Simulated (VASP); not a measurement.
# Sc in VASP: settings compared

Aim: see how the results for Sc move with the level of theory and the settings. Levels: r2SCAN+rVV10, PBE. Tasks: single point.

All numbers are computed with VASP 6.6.1; they aren't measurements. Logs are shortened: lines on timing, memory, paths and dates and some standing lists are left out, and cuts for length are marked.

**1. The cell of the first run**

The typed cell holds 1 atom: a = 3.248 Å, b = 3.229 Å, c = 3.159 Å, α = 105.41°, β = 107.06°, γ = 116.12°.

**2. Single point, r2SCAN+rVV10 (the cell strained at random)**

Contents of POSCAR:

```
Sc
1.0
   -1.9529430000      1.9417830000      1.7225220000
    1.9646470000     -1.9137780000      1.7043260000
    1.9060160000      1.8668510000     -1.6912620000
Sc
1
Direct
   -0.0041850000     -0.0079710000     -0.0068730000
```

Contents of INCAR.step1:

```
SYSTEM = Sc
ALGO = Normal
EDIFF = 1E-4
ENCUT = 520
GGA = PE
ISMEAR = 1
LASPH = .True.
LCHARG = .False.
LREAL = .False.
LWAVE = .True.
NBANDS = 12
NELM = 100
PREC = Accurate
SIGMA = 0.025
```

Contents of INCAR.step2:

```
SYSTEM = Sc
ALGO = Normal
BPARAM = 11.95
CPARAM = 0.0093
EDIFF = 1E-7
ENCUT = 520
ISIF = 2
ISMEAR = 1
ISTART = 1
IVDW_NL = 2
LASPH = .True.
LCHARG = .True.
LELF = .True.
LMIXTAU = .True.
LREAL = .False.
LUSE_VDW = .True.
LVHAR = .True.
LWAVE = .False.
METAGGA = R2SCAN
NBANDS = 12
NELM = 100
PREC = Accurate
SIGMA = 0.025
```

Contents of KPOINTS:

```
k-points
0
Gamma
  8 8 8
  0 0 0
```

Potentials or basis: VASP PAW PBE potentials, release 64 (Sc_sv).

Started as:

```bash
$ cat potpaw_PBE.64/Sc_sv/POTCAR > POTCAR
$ cp INCAR.step1 INCAR
$ mpirun -np 1 vasp_std > vasp.out
$ cp INCAR.step2 INCAR
$ mpirun -np 1 vasp_std > vasp.out
```

OUTCAR:

```text
SYSTEM = Sc
   BPARAM = 11.95
   EDIFF = 1E-7
   ENCUT = 520
   ISIF = 2
   ISMEAR = 1
   ISTART = 1
   IVDW_NL = 2
   LASPH = .True.
   LREAL = .False.
   METAGGA = R2SCAN
   NELM = 100
   PREC = Accurate

 ion  position               nearest neighbor table
   1  0.996  0.992  0.993-

  LATTYP: Found a triclinic cell.
 ALAT       =     3.2063044183
 B/A-ratio  =     1.2072994311
 C/A-ratio  =     1.0688262775
 COS(alpha) =     0.0066906454
 COS(beta)  =     0.5481550675
 COS(gamma) =     0.5927243055

  Lattice vectors:

 A1 = (  -1.9177200000,  -1.8948560000,  -1.7355860000)
 A2 = (  -3.8706630000,   0.0469270000,  -0.0130640000)
 A3 = (  -0.0117040000,  -0.0280050000,  -3.4268480000)

Analysis of symmetry for initial positions (statically):
=====================================================================
 Subroutine PRICEL returns:
 Original cell was already a primitive cell.

 Routine SETGRP: Setting up the symmetry group for a
 triclinic supercell.

 Subroutine GETGRP returns: Found  2 space group operations
 (whereof  1 operations were pure point group operations)
 out of a pool of  2 trial point group operations.

The static configuration has the point symmetry C_1 .
 The point group associated with its full space group is S_2 .

Analysis of symmetry for dynamics (positions and initial velocities):
=====================================================================
 Subroutine PRICEL returns:
 Original cell was already a primitive cell.

 Routine SETGRP: Setting up the symmetry group for a
 triclinic supercell.

 Subroutine GETGRP returns: Found  2 space group operations
 (whereof  1 operations were pure point group operations)
 out of a pool of  2 trial point group operations.

The dynamic configuration has the point symmetry C_1 .
 The point group associated with its full space group is S_2 .

 Subroutine INISYM returns: Found  2 space group operations
 (whereof  1 operations are pure point group operations),
 and found     1 'primitive' translations

----------------------------------------------------------------------------------------

                                     Primitive cell

  volume of cell :      25.2534

  direct lattice vectors                    reciprocal lattice vectors
    -1.952943000  1.941783000  1.722522000     0.002177025  0.260210559  0.289679415
     1.964647000 -1.913778000  1.704326000     0.257381250  0.000783411  0.290927894
[... 85 lines left out ...]
   EDIFFG = 0.1E-05   stopping-criterion for IOM
   NSW    =      0    number of steps for IOM
   IBRION =     -1    ionic relax: 0-MD 1-quasi-New 2-CG
   NFREE  =      0    steps in history (QN), initial steepest desc. (CG)
   ISIF   =      2    stress and relaxation
   ISYM   =      2    0-nonsym 1-usesym 2-fastsym
   POTIM  = 0.5000    time-step for ionic-motion
   TEBEG  =    0.0;   TEEND  =   0.0 temperature during run
   PSTRESS=    0.0 pullay stress
   NELECT =      11.0000    total number of electrons
   NUPDOWN=      -1.0000    fix difference up-down
   EMIN   =  10.00;   EMAX   =-10.00  energy-range for DOS
   EFERMI =   0.00;   METHOD = LEGACY
   ISMEAR =     1;   SIGMA  =   0.03  broadening in eV -4-tet -1-fermi 0-gaus
   EFERMI_NEDOS =   21; number of points for ismear=-14 and -15
   IALGO  =     38    algorithm
   IMIX   =      4    mixing-type and parameters
     AMIX     =   0.40;   BMIX     =  1.00
     AMIX_MAG =   1.60;   BMIX_MAG =  1.00
  volume/ion in A,a.u.               =      25.25       170.42
  Fermi-wavevector in a.u.,A,eV,Ry     =   1.240983  2.345117 20.953486  1.540038
  Thomas-Fermi vector in A             =   2.375400
   LORBIT       =      0    0 simple, 1 ext, 2 COOP (PROOUT), +10 PAW based schemes
   METAGGA = R2SCAN    functional components
   LHFCALC =     F    Hartree Fock is set to
   AEXX    =    0.0000 exact exchange contribution
   IVDW_NL    =     2    kernel type
   BPARAM     =11.9500
   IVDW    =     0    specifies the selected vdW correction
   LEPSILON=     F    determine dielectric tensor
   LRPA    =     F    only Hartree local field effects (RPA)
 non-spin polarized calculation
 Methfessel and Paxton  Order N= 1 SIGMA  =   0.03
  energy-cutoff  :      520.00
  volume of cell :       25.25
 maximum number of plane-waves:       702
   NGX = 11   NGY = 11   NGZ = 11

 number of electron      11.0000000 magnetization

 Free energy of the ion-electron system (eV)
  ---------------------------------------------------
  ext. energy  EPLUGINS =         0.00000000
  ---------------------------------------------------
  free energy    TOTEN  =       -10.99379129 eV

  energy without entropy =      -10.99374478  energy(sigma->0) =      -10.99377578

 E-fermi :   3.6822     XC(G=0): -10.5133

 val. band max:        3.6763102463   @ k =   0.1250   0.1250   0.2500
 cond. band min:       3.6830188272   @ k =   0.2500   0.1250   0.2500
 fundamental gap:      0.0067085809
 Fermi energy:         3.6822003574

 k-point     1 :       0.0000    0.0000    0.0000
  band No.  band energies     occupation
      1     -48.0709      2.00000
      2     -25.5313      2.00000
      3     -25.5205      2.00000
      4     -25.4858      2.00000
      5      -1.8783      2.00000
      6       4.9165      0.00000
      7       5.5767      0.00000
      8       5.7833      0.00000
      9       6.2082      0.00000
     10       7.0472      0.00000
     11      17.3160      0.00000
     12      17.8416      0.00000
[... 331 lines left out ...]
 k-point    24 :       0.2500    0.3750    0.0000
  band No.  band energies     occupation
      1     -48.0064      2.00000
      2     -25.8127      2.00000
      3     -25.7111      2.00000
      4     -25.5623      2.00000
      5       2.7918      2.00000
      6       3.5368      2.00000
      7       3.7714     -0.00001
      8       6.6603      0.00000
      9       7.2880      0.00000
     10       9.2620      0.00000
     11      10.8925      0.00000
     12      11.3346      0.00000

 [... further k-points ...]
[... 5 lines left out ...]
  --------------------------------------------------------------------------------------
  -------------------------------------------------------------------------------------
  Total       -0.2457268     -0.2565832      0.0896495      0.2217957     -0.0800506     -0.0515487
  in kB      -15.5898877    -16.2786582      5.6877199     14.0716032     -5.0787267     -3.2704522
  external PRESSURE =      -8.7269420 kB  Pullay stress =       0.0000000 kB

 VOLUME and BASIS-vectors are now :
 -----------------------------------------------------------------------------
  energy-cutoff  :      520.00
  volume of cell :       25.25
      direct lattice vectors                 reciprocal lattice vectors
    -1.952943000  1.941783000  1.722522000     0.002177025  0.260210559  0.289679415
     1.964647000 -1.913778000  1.704326000     0.257381250  0.000783411  0.290927894
     1.906016000  1.866851000 -1.691262000     0.261586631  0.265809555 -0.003065676

 POSITION                                       TOTAL-FORCE (eV/Angst)
 -----------------------------------------------------------------------------------
      1.89713      1.88915      1.72642         0.000000     -0.000000      0.000000
 -----------------------------------------------------------------------------------
    total drift:                                0.000001      0.000014     -0.000001

  FREE ENERGIE OF THE ION-ELECTRON SYSTEM (eV)
  ---------------------------------------------------
  free  energy   TOTEN  =       -10.9937912851 eV

  energy  without entropy=      -10.9937447777  energy(sigma->0) =      -10.99377578
```

OUTCAR.step1:

```text
SYSTEM = Sc
   EDIFF = 1E-4
   ENCUT = 520
   GGA = PE
   ISMEAR = 1
   LASPH = .True.
[... 584 lines left out ...]
 -----------------------------------------------------------------------------------
      1.89713      1.88915      1.72642         0.000000     -0.000000      0.000000
 -----------------------------------------------------------------------------------
    total drift:                                0.000001      0.000013     -0.000001

  FREE ENERGIE OF THE ION-ELECTRON SYSTEM (eV)
  ---------------------------------------------------
  free  energy   TOTEN  =        -6.1385278026 eV

  energy  without entropy=       -6.1385030294  energy(sigma->0) =       -6.13851954
```

Wall time 4.8 min (1 thread of AMD EPYC 7R43 (Zen 3), shared host); peak memory 0.24 GiB.

What came out:

```
Free energy : -10.9938 eV
Pressure    : -0.9 GPa
```

Stress tensor (GPa, compression positive):
```
-1.56  1.41 -0.33
 1.41 -1.63 -0.51
-0.33 -0.51  0.57
```

Levels at points of the mesh, in eV from the Fermi level:
```
           k point  band 2  band 3  band 4  band 5  band 6  band 7  band 8  band 9
(0.00, 0.00, 0.00)  -29.21  -29.20  -29.17   -5.56    1.23    1.89    2.10    2.53
(0.50, 0.00, 0.00)  -29.55  -29.33  -29.22   -1.75    0.14    0.43    3.09    3.76
(0.00, 0.50, 0.00)  -29.56  -29.32  -29.22   -1.76    0.26    0.41    2.93    3.74
(0.50, 0.50, 0.00)  -29.56  -29.25  -29.19   -1.95   -0.26    1.05    2.51    3.19
(0.00, 0.00, 0.50)  -29.60  -29.27  -29.19   -1.87   -0.01    1.14    2.41    3.01
(0.50, 0.00, 0.50)  -29.58  -29.33  -29.21   -1.75    0.28    0.50    2.89    3.72
(0.00, 0.50, 0.50)  -29.58  -29.34  -29.21   -1.73    0.16    0.64    3.00    3.72
(0.50, 0.50, 0.50)  -29.52  -29.46  -29.37   -1.39   -1.14    3.97    4.09    4.21
```

Caveat: the cell differs from its parent crystal (the cell strained at random); the PAW data sets were made with another functional, which shifts forces and pressure a little.

[end of part 1 of 2]
